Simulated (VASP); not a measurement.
Input of a VASP 6.6.1 run:

INCAR

```
PREC = Accurate
ENCUT = 520
EDIFF = 1E-6
ISMEAR = 0
SIGMA = 0.05
LREAL = False
LASPH = True
NELM = 60
ALGO = Normal
ISIF = 2
LWAVE = False
LCHARG = False
GGA = PE
NBANDS = 11
```

KPOINTS

```
Automatic mesh
0
Gamma
  12 12 12
```

Contents of POSCAR:

```
C
1.0
    0.0000000000      1.7686662542      1.9954092680
    1.7686662542      0.0000000000      1.9954092680
    1.7686662542      1.7686662542      0.0000000000
C
2
Direct
    0.5000000000      0.5000000000      0.5000000000
    0.7500000000      0.7500000000      0.7500000000
```

Potentials or basis: VASP PAW PBE potentials, release 64 (C).

Command:

```sh
$ cat potpaw_PBE.64/C/POTCAR > POTCAR
$ mpirun -np 1 vasp_std > vasp.out
```

(1) What does it give for the pressure?

(2) Estimate the band gap on the k mesh.

## Answers

(1) -32.3 GPa.

(2) 2.52 eV, indirect (least direct gap 4.33 eV).
